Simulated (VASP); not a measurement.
# Cs3H (I4/mmm) in VASP: notebook

Cs3H is run at these levels: PBE; tasks: single point, relaxation of cell and atoms.

All numbers are computed with VASP 6.6.1; they aren't measurements. Logs are shortened: lines on timing, memory, paths and dates and some standing lists are left out, and cuts for length are marked.

## Step 1: The cell of the first run

The structure is tetragonal, space group I4/mmm (No. 139). The conventional cell has a = 8.512 Å, b = 8.512 Å, c = 8.655 Å, α = 90.00°, β = 90.00°, γ = 90.00°. Cs (site symmetry mmm) has 4 Cs at 4.26 to 4.33 Å and 2 H at 4.26 Å within 5.6 Å. Within 5.6 Å of Cs (site symmetry 4/mmm) lie 4 Cs at 4.26 Å and 2 H at 4.33 Å. Within 5.6 Å of H (site symmetry 4/mmm) lie 6 Cs at 4.26 to 4.33 Å.

The cell was generated, and may not be a known phase.

## Step 2: Single point, PBE

The input, INCAR:

```
SYSTEM = Cs3H
ALGO = Normal
EDIFF = 1E-6
ENCUT = 500
GGA = PE
GGA_COMPAT = .False.
ISIF = 2
ISMEAR = 0
LASPH = .True.
LCHARG = .False.
LREAL = .False.
LWAVE = .False.
NBANDS = 22
NELM = 120
PREC = Accurate
SIGMA = 0.1
```

The input, KPOINTS:

```
k-points
0
Gamma
  4 4 4
  0 0 0
```

The input, POSCAR:

```
Cs3H
1.0
   -4.2558473500      4.2558473500      4.3273725800
    4.2558473500     -4.2558473500      4.3273725800
    4.2558473500      4.2558473500     -4.3273725800
Cs H
3 1
Direct
    0.5000000000      0.0000000000      0.5000000000
    0.0000000000      0.5000000000      0.5000000000
    0.0000000000      0.0000000000      0.0000000000
    0.5000000000      0.5000000000      0.0000000000
```

Potentials or basis: VASP PAW PBE potentials, release 64 (Cs_sv, H).

Command:

```bash
$ cat potpaw_PBE.64/Cs_sv/POTCAR potpaw_PBE.64/H/POTCAR > POTCAR
$ mpirun -np 1 vasp_std > vasp.out
```

OUTCAR:

```text
SYSTEM = Cs3H
   EDIFF = 1E-6
   ENCUT = 500
   GGA = PE
   ISIF = 2
   ISMEAR = 0
   LASPH = .True.
   LREAL = .False.
   NELM = 120
   PREC = Accurate

 ion  position               nearest neighbor table
   1  0.500  0.000  0.500-
   2  0.000  0.500  0.500-
   3  0.000  0.000  0.000-
   4  0.500  0.500  0.000-

  LATTYP: Found a body centered tetragonal cell.
 ALAT       =     8.5116947000
 C/A-ratio  =     1.0168063429

  Lattice vectors:

 A1 = (  -4.2558473500,   4.2558473500,   4.3273725800)
 A2 = (   4.2558473500,  -4.2558473500,   4.3273725800)
 A3 = (   4.2558473500,   4.2558473500,  -4.3273725800)

Analysis of symmetry for initial positions (statically):
=====================================================================
 Subroutine PRICEL returns:
 Original cell was already a primitive cell.

 Routine SETGRP: Setting up the symmetry group for a
 body centered tetragonal supercell.

 Subroutine GETGRP returns: Found 16 space group operations
 (whereof 16 operations were pure point group operations)
 out of a pool of 16 trial point group operations.

The static configuration has the point symmetry D_4h.

Analysis of symmetry for dynamics (positions and initial velocities):
=====================================================================
 Subroutine PRICEL returns:
 Original cell was already a primitive cell.

 Routine SETGRP: Setting up the symmetry group for a
 body centered tetragonal supercell.

 Subroutine GETGRP returns: Found 16 space group operations
 (whereof 16 operations were pure point group operations)
 out of a pool of 16 trial point group operations.

The dynamic configuration has the point symmetry D_4h.

 Subroutine INISYM returns: Found 16 space group operations
 (whereof 16 operations are pure point group operations),
 and found     1 'primitive' translations

----------------------------------------------------------------------------------------

                                     Primitive cell

  volume of cell :     313.5136

  direct lattice vectors                    reciprocal lattice vectors
    -4.255847350  4.255847350  4.327372580     0.000000000  0.117485417  0.115543552
     4.255847350 -4.255847350  4.327372580     0.117485417  0.000000000  0.115543552
[... 74 lines left out ...]
   LASPH  =      T    aspherical Exc in radial PAW
   ENCUT  =  500.0 eV  36.75 Ry    6.06 a.u.  13.52 13.52 13.52*2*pi/ulx,y,z
   NELM   =    120;   NELMIN=  2; NELMDL= -5     # of ELM steps
   EDIFF  = 0.1E-05   stopping-criterion for ELM
   LREAL  =      F    real-space projection
   EDIFFG = 0.1E-04   stopping-criterion for IOM
   NSW    =      0    number of steps for IOM
   IBRION =     -1    ionic relax: 0-MD 1-quasi-New 2-CG
   NFREE  =      0    steps in history (QN), initial steepest desc. (CG)
   ISIF   =      2    stress and relaxation
   ISYM   =      2    0-nonsym 1-usesym 2-fastsym
   POTIM  = 0.5000    time-step for ionic-motion
   TEBEG  =    0.0;   TEEND  =   0.0 temperature during run
   PSTRESS=    0.0 pullay stress
   NELECT =      28.0000    total number of electrons
   NUPDOWN=      -1.0000    fix difference up-down
   EMIN   =  10.00;   EMAX   =-10.00  energy-range for DOS
   EFERMI =   0.00;   METHOD = LEGACY
   ISMEAR =     0;   SIGMA  =   0.10  broadening in eV -4-tet -1-fermi 0-gaus
   EFERMI_NEDOS =   21; number of points for ismear=-14 and -15
   IALGO  =     38    algorithm
   IMIX   =      4    mixing-type and parameters
     AMIX     =   0.40;   BMIX     =  1.00
     AMIX_MAG =   1.60;   BMIX_MAG =  1.00
  volume/ion in A,a.u.               =      78.38       528.92
  Fermi-wavevector in a.u.,A,eV,Ry     =   0.731771  1.382847  7.285774  0.535489
  Thomas-Fermi vector in A             =   1.824070
   LORBIT       =      0    0 simple, 1 ext, 2 COOP (PROOUT), +10 PAW based schemes
   GGA     = PE    functional components
   LHFCALC =     F    Hartree Fock is set to
   AEXX    =    0.0000 exact exchange contribution
   IVDW    =     0    specifies the selected vdW correction
   LEPSILON=     F    determine dielectric tensor
   LRPA    =     F    only Hartree local field effects (RPA)
 non-spin polarized calculation
 Gauss-broadening in eV      SIGMA  =   0.10
  energy-cutoff  :      500.00
  volume of cell :      313.51
 maximum number of plane-waves:      7979
   NGX = 27   NGY = 27   NGZ = 27

 number of electron      27.9999994 magnetization

 Free energy of the ion-electron system (eV)
  ---------------------------------------------------
  ext. energy  EPLUGINS =         0.00000000
  ---------------------------------------------------
  free energy    TOTEN  =        -4.36137000 eV

  energy without entropy =       -4.35563518  energy(sigma->0) =       -4.35850259

 E-fermi :   0.7016     XC(G=0):  -5.6549

 val. band max:        0.6507922568   @ k =   0.5000   0.5000   0.5000
 cond. band min:       0.7611577532   @ k =   0.2500   0.2500   0.2500
 fundamental gap:      0.1103654964
 Fermi energy:         0.7015779810

 k-point     1 :       0.0000    0.0000    0.0000
  band No.  band energies     occupation
      1     -23.5889      2.00000
      2     -23.5161      2.00000
      3     -23.5007      2.00000
      4     -10.7313      2.00000
      5     -10.7313      2.00000
      6     -10.6637      2.00000
[... 314 lines left out ...]
     21       1.8730      0.00000
     22       2.0349      0.00000

------------------------ aborting loop because EDIFF is reached ----------------------------------------

  FORCE on cell =-STRESS in cart. coord.  units (eV):
  Direction    XX          YY          ZZ          XY          YZ          ZX
  --------------------------------------------------------------------------------------
  -------------------------------------------------------------------------------------
  Total        0.3979835      0.3979835      0.2123126      0.0000000      0.0000000      0.0000000
  in kB        2.0338519      2.0338519      1.0850004      0.0000000      0.0000000      0.0000000
  external PRESSURE =       1.7175681 kB  Pullay stress =       0.0000000 kB

 VOLUME and BASIS-vectors are now :
 -----------------------------------------------------------------------------
  energy-cutoff  :      500.00
  volume of cell :      313.51
      direct lattice vectors                 reciprocal lattice vectors
    -4.255847350  4.255847350  4.327372580     0.000000000  0.117485417  0.115543552
     4.255847350 -4.255847350  4.327372580     0.117485417  0.000000000  0.115543552
     4.255847350  4.255847350 -4.327372580     0.117485417  0.117485417  0.000000000

 POSITION                                       TOTAL-FORCE (eV/Angst)
 -----------------------------------------------------------------------------------
      0.00000      4.25585      0.00000         0.000000     -0.000000      0.000000
      4.25585      0.00000      0.00000        -0.000000      0.000000     -0.000000
      0.00000      0.00000      0.00000        -0.000000     -0.000000     -0.000000
      0.00000      0.00000      4.32737        -0.000000     -0.000000     -0.000000
 -----------------------------------------------------------------------------------
    total drift:                                0.000000      0.000000     -0.000000

  FREE ENERGIE OF THE ION-ELECTRON SYSTEM (eV)
  ---------------------------------------------------
  free  energy   TOTEN  =        -4.3613700048 eV

  energy  without entropy=       -4.3556351763  energy(sigma->0) =       -4.35850259
```

OSZICAR:

```text
N       E                     dE             d eps       ncg     rms          rms(c)
DAV:   1     0.207487940569E+03    0.20749E+03   -0.95732E+03   572   0.937E+02
DAV:   2     0.227689721134E+02   -0.18472E+03   -0.18051E+03   774   0.166E+02
DAV:   3    -0.520322576191E+01   -0.27972E+02   -0.27922E+02   716   0.703E+01
DAV:   4    -0.574454167388E+01   -0.54132E+00   -0.54106E+00   692   0.124E+01
DAV:   5    -0.575027249483E+01   -0.57308E-02   -0.57297E-02   828   0.121E+00    0.406E+00
DAV:   6    -0.457227058765E+01    0.11780E+01   -0.13471E+00   680   0.181E+00    0.150E+00
DAV:   7    -0.434450016905E+01    0.22777E+00   -0.19629E+00   738   0.179E+00    0.125E+00
DAV:   8    -0.443808935666E+01   -0.93589E-01   -0.69110E-01   700   0.110E+00    0.916E-01
DAV:   9    -0.436144257883E+01    0.76647E-01   -0.22358E-01   746   0.801E-01    0.417E-01
DAV:  10    -0.438352761945E+01   -0.22085E-01   -0.28685E-01   728   0.578E-01    0.709E-01
DAV:  11    -0.436024247320E+01    0.23285E-01   -0.13321E-01   730   0.456E-01    0.675E-02
DAV:  12    -0.436136872450E+01   -0.11263E-02   -0.91598E-03   644   0.165E-01    0.290E-02
DAV:  13    -0.436142705459E+01   -0.58330E-04   -0.27339E-04   722   0.320E-02    0.513E-02
DAV:  14    -0.436136588305E+01    0.61172E-04   -0.32000E-04   674   0.223E-02    0.713E-03
DAV:  15    -0.436136974779E+01   -0.38647E-05   -0.27978E-05   554   0.947E-03    0.284E-03
DAV:  16    -0.436137000484E+01   -0.25705E-06   -0.57281E-07   468   0.184E-03
   1 F= -.43613700E+01 E0= -.43585026E+01  d E =-.573483E-02
```

Wall time 62 s (1 thread of Intel Xeon 6975P-C (Granite Rapids), shared host); peak memory 0.41 GiB.

Results:

* Free energy: -4.3614 eV
* Pressure: 0.2 GPa
* Band gap on the k mesh: zero (bands 14 and 15 overlap by 0.11 eV)

Stress tensor (GPa, compression positive):
```
0.20 0.00 0.00
0.00 0.20 0.00
0.00 0.00 0.11
```

Caveat: spin-orbit coupling is left out, which moves the levels of the heavy elements.

## Step 3: Single point, PBE

This run uses another cell than the first one, of 83.49 Å³/atom.

The input, INCAR:

```
PREC = Accurate
ENCUT = 500
EDIFF = 1E-6
ISMEAR = 0
SIGMA = 0.1
LREAL = F
LASPH = T
NELM = 120
ALGO = Normal
ISIF = 2
LWAVE = F
LCHARG = F
GGA = PE
NBANDS = 22
GGA_COMPAT = F
```

The input, KPOINTS:

```
Automatic mesh
0
Gamma
  8 8 8
```

The input, POSCAR:

```
Cs3H
1.0
   -4.3620420602      4.3620420602      4.3879353870
    4.3620420602     -4.3620420602      4.3879353870
    4.3620420602      4.3620420602     -4.3879353870
Cs H
3 1
Direct
    0.5000000000      0.0000000000      0.5000000000
    0.0000000000      0.5000000000      0.5000000000
    0.0000000000      0.0000000000      0.0000000000
    0.5000000000      0.5000000000      0.0000000000
```

Potentials or basis: VASP PAW PBE potentials, release 64 (Cs_sv, H).

Command:

```bash
$ cat potpaw_PBE.64/Cs_sv/POTCAR potpaw_PBE.64/H/POTCAR > POTCAR
$ mpirun -np 1 vasp_std > vasp.out
```

It took 4 min on 1 thread of Intel Xeon 6975P-C (Granite Rapids), shared host; peak memory 0.64 GiB.

The run converged. Its results:

```yaml
Free_energy: -4.3744 eV
Pressure: 0.0 GPa
Band_gap_on_the_k_mesh: zero (bands 14 and 15 overlap by 0.23 eV)
```

Levels at points of the mesh, in eV from the Fermi level:
```
           k point  band 10  band 11  band 12  band 13  band 14  band 15  band 16  band 17  band 18  band 19
(0.00, 0.00, 0.00)   -10.71   -10.70   -10.70    -1.86    -0.38     0.47     0.47     0.47     1.11     1.11
(0.50, 0.00, 0.00)   -10.81   -10.80   -10.71    -1.23    -0.47     0.61     0.64     1.27     1.39     1.53
(0.50, 0.50, 0.00)   -10.81   -10.79   -10.72    -1.23    -0.46     0.61     0.64     1.25     1.40     1.52
(0.50, 0.50, 0.50)   -10.72   -10.71   -10.71    -1.23     0.04     0.05     1.10     1.13     1.13     1.32
```

Caveat: spin-orbit coupling is left out, which moves the levels of the heavy elements.

## Step 4: Relaxation of cell and atoms, PBE

This run uses another cell than the first one, of 83.49 Å³/atom.

The input, INCAR:

```
PREC = Accurate
ENCUT = 500
EDIFF = 1E-7
ISMEAR = 0
SIGMA = 0.1
LREAL = False
LASPH = True
NELM = 120
ALGO = Normal
ISIF = 3
LWAVE = False
LCHARG = False
GGA = PE
IBRION = 2
NSW = 100
EDIFFG = -0.01
GGA_COMPAT = False
NELMIN = 4
```

KPOINTS is that of step 3.

POSCAR is that of step 3.

Command:

```bash
$ cat potpaw_PBE.64/Cs_sv/POTCAR potpaw_PBE.64/H/POTCAR > POTCAR
$ mpirun -np 1 vasp_std > vasp.out
```

It took 3 min on 1 thread of Intel Xeon 6975P-C (Granite Rapids), shared host; peak memory 0.62 GiB.

It converged, with:

```yaml
Free_energy: -4.3744 eV
Pressure_after_relaxing: 0.0 GPa
Band_gap_on_the_k_mesh: zero (bands 14 and 15 overlap by 0.23 eV)
```

Final structure:
```
Cs H
1.0
    -4.36204    4.36204    4.38794
     4.36204   -4.36204    4.38794
     4.36204    4.36204   -4.38794
Cs H
3 1
Direct
  0.50000 0.00000 0.50000
  0.00000 0.50000 0.50000
  0.00000 0.00000 0.00000
  0.50000 0.50000 0.00000
```

Levels at points of the mesh, in eV from the Fermi level:
```
           k point  band 11  band 12  band 13  band 14  band 15  band 16  band 17  band 18
(0.00, 0.00, 0.00)   -10.70   -10.70    -1.86    -0.38     0.47     0.47     0.47     1.11
(0.50, 0.00, 0.00)   -10.80   -10.71    -1.23    -0.47     0.61     0.64     1.27     1.39
(0.50, 0.50, 0.00)   -10.79   -10.72    -1.23    -0.46     0.61     0.64     1.25     1.40
(0.50, 0.50, 0.50)   -10.71   -10.71    -1.23     0.04     0.05     1.10     1.13     1.13
```

Caveat: spin-orbit coupling is left out, which moves the levels of the heavy elements.

## Step 5: Overview

| task | cell | k mesh | gap on the mesh (eV) | pressure (GPa) |
| --- | --- | --- | --- | --- |
| single point | a = 7.413 Å, angles 109.9, 109.9, 108.6°, 4 atoms | 4 × 4 × 4 | none | 0.2 |
| single point | a = 7.570 Å, angles 109.6, 109.6, 109.2°, 4 atoms | 8 × 8 × 8 | none | 0.0 |
| relaxation of cell and atoms | relaxed from a = 7.570 Å, angles 109.6, 109.6, 109.2°, 4 atoms | 8 × 8 × 8 | none | 0.0 |

Alike in all rows: level PBE; potentials or basis VASP PAW PBE potentials, release 64 (Cs_sv, H); no spin polarisation; cutoff (eV) 500; smearing gaussian 0.1 eV.

Caveats: spin-orbit coupling is left out, which moves the levels of the heavy elements.

Total energies depend on the potentials used, so only differences within one code and one set of settings carry meaning.

The gap in the log of VASP goes by the Fermi energy; the results here count the filled bands.